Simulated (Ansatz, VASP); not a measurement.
# As: VASP beside Ansatz

```
CELL_PARAMETERS angstrom
3.78600 0.00000 0.00000
-1.89300 3.27877 0.00000
0.00000 0.00000 28.00000
ATOMIC_POSITIONS crystal
As 0.33333 0.66667 0.53725
As 0.66667 0.33333 0.46275
```

Alike in both runs: task single point; functional PBE; k mesh 9 × 9 × 1; occupations gaussian, width 0.02 eV; no spin polarisation.

|  | VASP | Ansatz |
| --- | --- | --- |
| version | VASP 6.6.1 | Ansatz 0.2.0 |
| potentials or method | VASP PAW PBE potentials, release 64 (As), cutoff 520 eV | scalar-relativistic, plane waves, PAW |
| valence electrons in the cell | 10 | 30 |

```tsv
	VASP	Ansatz	Ansatz less VASP
rms of the force components (eV/Å)	2.120	2.120	-0.0003
```

Atom by atom the forces differ by 0.000 eV/Å (rms over components). VASP's potentials hold 10 valence electrons a cell and Ansatz's 30, so a difference there can come from the potentials and not from the codes.
